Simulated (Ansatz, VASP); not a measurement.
**Au: VASP beside Ansatz**

```
Au
1.0
    -1.62107    1.62107    1.62107
     1.62107   -1.62107    1.62107
     3.24215    3.24215    0.00000
Au
2
Direct
  0.91904 0.91904 0.00000
  0.58096 0.58096 0.50000
```

Change from the starting cell: mode 5 (92.8 1/cm) frozen in, largest displacement +0.263 Å.

Alike in both runs: task single point; functional PBEsol; k mesh 22 × 22 × 14; occupations gaussian, width 0.15 eV; no spin polarisation.

```csv
,VASP,Ansatz
version,VASP 6.6.1,Ansatz 0.2.0
potentials or method,"VASP PAW PBE potentials, release 64 (Au), cutoff 520 eV","scalar-relativistic, plane waves, PAW"
valence electrons in the cell,22,38
```

|  | VASP | Ansatz | Ansatz less VASP |
| --- | --- | --- | --- |
| gap on the k mesh at the Fermi level (eV) | none | none | - |
| pressure (GPa) | 9.3 | 9.6 | +0.28 |
| traceless stress, the component that is largest in VASP (GPa) | 13.53 | 13.57 | +0.045 |
| rms of the force components (eV/Å) | 0.913 | 0.918 | +0.0044 |

VASP's potentials were made for PBE, not for PBEsol. Atom by atom the forces differ by 0.004 eV/Å (rms over components). A gap of «none» marks a metal or a gap that the smearing closes. With one functional, cell and mesh, what is left measures potentials, basis and numerics. VASP's potentials hold 22 valence electrons a cell and Ansatz's 38, so a difference there can come from the potentials and not from the codes.

Spin-orbit coupling is off throughout.
